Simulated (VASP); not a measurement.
The system is KF.

```
K F
1.0
     0.00000    2.67350    2.67350
     2.67350    0.00000    2.67350
     2.67350    2.67350    0.00000
K F
1 1
Direct
  0.00000 0.00000 0.00000
  0.50000 0.50000 0.50000
```

* Program: VASP 6.6.1
* Task: relaxation of cell and atoms
* Functional: PBE
* Potentials or basis: VASP PAW PBE potentials, release 64 (K_sv, F)
* Cutoff: 600 eV
* k mesh: 8 × 8 × 8
* Occupations: gaussian, width 0.02 eV
* Spin: no spin polarisation

At the start: pressure 1.3 GPa; volume 19.11 Å³/atom.

Task: How do energy, volume and symmetry change on relaxing?

Result: Over 3 steps the energy falls by 3.2 meV/atom and the volume is 19.92 Å³/atom (+4.2 %); space group Fm-3m (No. 225, to 0.1 Å) before and after.

The path:
```tsv
step	energy change (eV)	largest force (eV/Å)	pressure (GPa)	volume (Å³)
1	0.0000	0.0000	1.32	38.22
2	-0.0051	0.0000	0.56	39.09
3	-0.0064	0.0000	-0.01	39.84
```

Final structure:
```cif
data_structure
_symmetry_space_group_name_H-M 'P 1'
_symmetry_Int_Tables_number 1
_cell_length_a 3.8336
_cell_length_b 3.8336
_cell_length_c 3.8336
_cell_angle_alpha 60.000
_cell_angle_beta 60.000
_cell_angle_gamma 60.000
_cell_volume 39.84
loop_
_atom_site_label
_atom_site_type_symbol
_atom_site_fract_x
_atom_site_fract_y
_atom_site_fract_z
_atom_site_occupancy
K1 K 0.00000 0.00000 0.00000 1
F1 F 0.50000 0.50000 0.50000 1
```
